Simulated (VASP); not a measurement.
# Bi2Te3 (R3m) in VASP: single point with PBE

Aim: the single point of Bi2Te3 with PBE.

Everything below comes from runs of VASP 6.6.1. Logs are shortened: lines on timing, memory, paths and dates and some standing lists are left out, and cuts for length are marked.

## Step 1: The cell of the first run

Symmetry: R3m, No. 160, trigonal system. The conventional cell has a = 4.476 Å, b = 4.476 Å, c = 29.529 Å, α = 90.00°, β = 90.00°, γ = 120.00°. Bi (site symmetry 3m) has 3 Te at 3.12 Å and 3 Bi at 3.44 Å within 4.1 Å. Within 4.1 Å of Bi (site symmetry 3m) lie 3 Te at 3.13 Å and 3 Bi at 3.44 Å. Within 4.3 Å of Te (site symmetry 3m) lie 6 Te at 3.26 to 3.30 Å. Te (site symmetry 3m) has 3 Bi at 3.12 Å and 3 Te at 3.30 Å within 4.1 Å. Te (site symmetry 3m) has 3 Bi at 3.13 Å and 3 Te at 3.26 Å within 4.1 Å.

## Step 2: Single point, PBE

The input, INCAR:

```
ALGO = Normal
EDIFF = 1E-6
ENCUT = 520
GGA = PE
ISIF = 2
ISMEAR = 0
LASPH = True
LCHARG = True
LELF = True
LREAL = False
LVHAR = True
LWAVE = False
NBANDS = 32
NELM = 80
PREC = Accurate
SIGMA = 0.1
```

The input, KPOINTS:

```
k-points
0
Gamma
  6 6 6
```

The input, POSCAR:

```
Bi2Te3
1.0
    2.2378091782      1.2919997331      9.8428625713
   -2.2378091782      1.2919997331      9.8428625713
    0.0000000000     -2.5839994612      9.8428625719
Bi Te
2 3
Direct
    0.8101658222      0.8101658222      0.8101658222
    0.3998190976      0.3998190976      0.3998190976
    0.6056269201      0.6056269201      0.6056269201
    0.2029717505      0.2029717505      0.2029717505
    0.0064163997      0.0064163997      0.0064163997
```

Potentials or basis: VASP PAW PBE potentials, release 64 (Bi_d, Te).

On the command line:

```bash
$ cat potpaw_PBE.64/Bi_d/POTCAR potpaw_PBE.64/Te/POTCAR > POTCAR
$ mpirun -np 1 vasp_std > vasp.out
```

OUTCAR:

```text
EDIFF = 1E-6
   ENCUT = 520
   GGA = PE
   ISIF = 2
   ISMEAR = 0
   LASPH = True
   LREAL = False
   NELM = 80
   PREC = Accurate

 ion  position               nearest neighbor table
   1  0.810  0.810  0.810-   4 3.12   4 3.12   4 3.12   2 3.44   2 3.44   2 3.44
   2  0.400  0.400  0.400-   5 3.13   5 3.13   5 3.13   1 3.44   1 3.44   1 3.44
   3  0.606  0.606  0.606-   5 3.26   5 3.26   5 3.26   4 3.30   4 3.30   4 3.30
   4  0.203  0.203  0.203-   1 3.12   1 3.12   1 3.12   3 3.30   3 3.30   3 3.30
   5  0.006  0.006  0.006-   2 3.13   2 3.13   2 3.13   3 3.26   3 3.26   3 3.26

  LATTYP: Found a trigonal (rhomboedric) cell.
 ALAT       =    10.1763940974
 COS(alpha) =     0.9032862412

  Lattice vectors:

 A1 = (   2.2378091782,   1.2919997331,   9.8428625713)
 A2 = (  -2.2378091782,   1.2919997331,   9.8428625713)
 A3 = (   0.0000000000,  -2.5839994612,   9.8428625719)

Analysis of symmetry for initial positions (statically):
=====================================================================
 Subroutine PRICEL returns:
 Original cell was already a primitive cell.

 Routine SETGRP: Setting up the symmetry group for a
 trigonal (rhombohedral) supercell.

 Subroutine GETGRP returns: Found  6 space group operations
 (whereof  6 operations were pure point group operations)
 out of a pool of 12 trial point group operations.

The static configuration has the point symmetry C_3v.

Analysis of symmetry for dynamics (positions and initial velocities):
=====================================================================
 Subroutine PRICEL returns:
 Original cell was already a primitive cell.

 Routine SETGRP: Setting up the symmetry group for a
 trigonal (rhombohedral) supercell.

 Subroutine GETGRP returns: Found  6 space group operations
 (whereof  6 operations were pure point group operations)
 out of a pool of 12 trial point group operations.

The dynamic configuration has the point symmetry C_3v.

 Subroutine INISYM returns: Found  6 space group operations
 (whereof  6 operations are pure point group operations),
 and found     1 'primitive' translations

----------------------------------------------------------------------------------------

                                     Primitive cell

[... 95 lines left out ...]
   NELM   =     80;   NELMIN=  2; NELMDL= -5     # of ELM steps
   EDIFF  = 0.1E-05   stopping-criterion for ELM
   LREAL  =      F    real-space projection
   EDIFFG = 0.1E-04   stopping-criterion for IOM
   NSW    =      0    number of steps for IOM
   IBRION =     -1    ionic relax: 0-MD 1-quasi-New 2-CG
   NFREE  =      0    steps in history (QN), initial steepest desc. (CG)
   ISIF   =      2    stress and relaxation
   ISYM   =      2    0-nonsym 1-usesym 2-fastsym
   POTIM  = 0.5000    time-step for ionic-motion
   TEBEG  =    0.0;   TEEND  =   0.0 temperature during run
   PSTRESS=    0.0 pullay stress
   NELECT =      48.0000    total number of electrons
   NUPDOWN=      -1.0000    fix difference up-down
   EMIN   =  10.00;   EMAX   =-10.00  energy-range for DOS
   EFERMI =   0.00;   METHOD = LEGACY
   ISMEAR =     0;   SIGMA  =   0.10  broadening in eV -4-tet -1-fermi 0-gaus
   EFERMI_NEDOS =   21; number of points for ismear=-14 and -15
   IALGO  =     38    algorithm
   IMIX   =      4    mixing-type and parameters
     AMIX     =   0.40;   BMIX     =  1.00
     AMIX_MAG =   1.60;   BMIX_MAG =  1.00
  volume/ion in A,a.u.               =      34.15       230.45
  Fermi-wavevector in a.u.,A,eV,Ry     =   1.072431  2.026600 15.648161  1.150107
  Thomas-Fermi vector in A             =   2.208200
   LORBIT       =      0    0 simple, 1 ext, 2 COOP (PROOUT), +10 PAW based schemes
   GGA     = PE    functional components
   LHFCALC =     F    Hartree Fock is set to
   AEXX    =    0.0000 exact exchange contribution
   IVDW    =     0    specifies the selected vdW correction
   LEPSILON=     F    determine dielectric tensor
   LRPA    =     F    only Hartree local field effects (RPA)
 non-spin polarized calculation
 Gauss-broadening in eV      SIGMA  =   0.10
  energy-cutoff  :      520.00
  volume of cell :      170.75
 maximum number of plane-waves:      4621
 NGX is ok and might be reduce to    80
   NGX = 37   NGY = 37   NGZ = 37

 number of electron      47.9999997 magnetization

 Free energy of the ion-electron system (eV)
  ---------------------------------------------------
  ext. energy  EPLUGINS =         0.00000000
  ---------------------------------------------------
  free energy    TOTEN  =       -17.14961192 eV

  energy without entropy =      -17.13863519  energy(sigma->0) =      -17.14412355

 E-fermi :   6.2452     XC(G=0):  -9.3367

 val. band max:        6.2252944678   @ k =   0.0000   0.0000   0.0000
 cond. band min:       6.2913868312   @ k =   0.5000   0.1667   0.1667
 fundamental gap:      0.0660923634
 Fermi energy:         6.2451583600

 k-point     1 :       0.0000    0.0000    0.0000
  band No.  band energies     occupation
      1     -16.7383      2.00000
      2     -16.7383      2.00000
      3     -16.6983      2.00000
      4     -16.6983      2.00000
      5     -16.6941      2.00000
      6     -16.6287      2.00000
[... 829 lines left out ...]
     31      10.6018      0.00000
     32      11.4270      0.00000

 [... further k-points ...]

------------------------ aborting loop because EDIFF is reached ----------------------------------------

  FORCE on cell =-STRESS in cart. coord.  units (eV):
  Direction    XX          YY          ZZ          XY          YZ          ZX
  --------------------------------------------------------------------------------------
  -------------------------------------------------------------------------------------
  Total        0.0408774      0.0408774      0.1663242      0.0000000      0.0000000      0.0000000
  in kB        0.3835619      0.3835619      1.5606586      0.0000000      0.0000000      0.0000000
  external PRESSURE =       0.7759275 kB  Pullay stress =       0.0000000 kB

 VOLUME and BASIS-vectors are now :
 -----------------------------------------------------------------------------
  energy-cutoff  :      520.00
  volume of cell :      170.75
      direct lattice vectors                 reciprocal lattice vectors
     2.237809178  1.291999733  9.842862571     0.223432813  0.128998995  0.033865487
    -2.237809178  1.291999733  9.842862571    -0.223432813  0.128998995  0.033865487
     0.000000000 -2.583999461  9.842862572     0.000000000 -0.257997990  0.033865487

 POSITION                                       TOTAL-FORCE (eV/Angst)
 -----------------------------------------------------------------------------------
      0.00000      0.00000     23.92305         0.000000     -0.000000     -0.024533
      0.00000      0.00000     11.80609         0.000000     -0.000000     -0.016765
      0.00000      0.00000     17.88331         0.000000     -0.000000     -0.025520
      0.00000      0.00000      5.99347         0.000000      0.000000      0.032606
      0.00000      0.00000      0.18947         0.000000      0.000000      0.034211
 -----------------------------------------------------------------------------------
    total drift:                               -0.000000     -0.000000     -0.000225

  FREE ENERGIE OF THE ION-ELECTRON SYSTEM (eV)
  ---------------------------------------------------
  free  energy   TOTEN  =       -17.1496119173 eV

  energy  without entropy=      -17.1386351899  energy(sigma->0) =      -17.14412355
```

OSZICAR:

```text
N       E                     dE             d eps       ncg     rms          rms(c)
DAV:   1     0.433898373094E+03    0.43390E+03   -0.21634E+04  2048   0.145E+03
DAV:   2     0.275814442076E+02   -0.40632E+03   -0.39051E+03  2168   0.379E+02
DAV:   3    -0.152818495356E+02   -0.42863E+02   -0.41087E+02  2576   0.135E+02
DAV:   4    -0.171137664811E+02   -0.18319E+01   -0.18180E+01  2336   0.302E+01
DAV:   5    -0.171956134321E+02   -0.81847E-01   -0.81833E-01  2952   0.631E+00    0.119E+01
DAV:   6    -0.171488800645E+02    0.46733E-01   -0.83516E-02  2592   0.314E+00    0.729E+00
DAV:   7    -0.171767984450E+02   -0.27918E-01   -0.66732E-02  2312   0.213E+00    0.197E+00
DAV:   8    -0.171483709531E+02    0.28427E-01   -0.20451E-02  2240   0.141E+00    0.353E-01
DAV:   9    -0.171496329765E+02   -0.12620E-02   -0.13614E-02  2520   0.492E-01    0.456E-01
DAV:  10    -0.171497881176E+02   -0.15514E-03   -0.53743E-04  2584   0.155E-01    0.637E-01
DAV:  11    -0.171495954849E+02    0.19263E-03   -0.86884E-04  2360   0.250E-01    0.201E-01
DAV:  12    -0.171496127561E+02   -0.17271E-04   -0.14160E-04  2664   0.586E-02    0.787E-02
DAV:  13    -0.171496119173E+02    0.83881E-06   -0.51768E-06  2104   0.192E-02
   1 F= -.17149612E+02 E0= -.17144124E+02  d E =-.109767E-01
```

stdout:

```text
POSCAR found type information on POSCAR BiTe
 POSCAR found :  2 types and       5 ions
 scaLAPACK will be used
 LDA part: xc-table for (Slater+PW92), standard interpolation
 POSCAR, INCAR and KPOINTS ok, starting setup
 FFT: planning ... GRIDC
 FFT: planning ... GRID_SOFT
 FFT: planning ... GRID
 WAVECAR not read
 entering main loop
```

Run time: 27 min. Hardware: 1 thread of Intel Xeon 8259CL, shared host; peak memory 0.97 GiB.

Results:

* Free energy: -17.1496 eV
* Pressure: 0.1 GPa
* Largest force: 0.034 eV/Å
* Band gap on the k mesh: zero (bands 24 and 25 overlap by 0.03 eV)

Forces in eV/Å, atoms in the order of the input:
```
Bi   0.000  0.000 -0.025
Bi   0.000  0.000 -0.017
Te   0.000  0.000 -0.026
Te   0.000  0.000  0.033
Te   0.000  0.000  0.034
```

Stress tensor (GPa, compression positive):
```
0.04 0.00 0.00
0.00 0.04 0.00
0.00 0.00 0.16
```

Caveat: spin-orbit coupling is left out, which moves the levels of the heavy elements.

The gap in the log of VASP goes by the Fermi energy; the results here count the filled bands.